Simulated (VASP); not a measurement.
Nb3In, 4 atoms in the cell. The structure is orthorhombic, space group Cmmm (No. 65). Conventional cell: a = 3.416 Å, b = 4.571 Å, c = 9.293 Å, α = 90.00°, β = 90.00°, γ = 90.00°. Nb (site symmetry mm2) has 10 Nb at 2.83 to 3.42 Å and 4 In at 2.93 to 3.30 Å within 3.7 Å. Within 3.7 Å of Nb (site symmetry mmm) lie 14 Nb at 2.83 to 3.42 Å. Within 3.8 Å of In (site symmetry mmm) lie 6 In at 2.85 to 3.42 Å and 8 Nb at 2.93 to 3.30 Å. 

- Program: VASP 6.6.1
- Task: single point
- Functional: PBEsol
- Potentials or basis: VASP PAW PBE potentials, release 64 (Nb_sv, In_d)
- Cutoff: 520 eV
- k mesh: 8 × 8 × 3
- Occupations: methfessel-paxton, width 0.15 eV
- Spin: no spin polarisation
- Dipole correction: no
- Further INCAR settings: ALGO = Normal; EDIFF = 1e-06; NBANDS = 34

Potentials or basis: VASP PAW PBE potentials, release 64 (Nb_sv, In_d).

Run with:

```sh
$ cat potpaw_PBE.64/Nb_sv/POTCAR potpaw_PBE.64/In_d/POTCAR > POTCAR
$ mpirun -np 1 vasp_std > vasp.out
```

Hardware: 1 thread of Intel Xeon 8259CL, on a shared host.

Q: Estimate the wall time of this run.

A: It took 3.3 min on 1 thread of Intel Xeon 8259CL, with other jobs on the host, peak memory 0.24 GiB. Counts: scf iterations 15, k points 42.
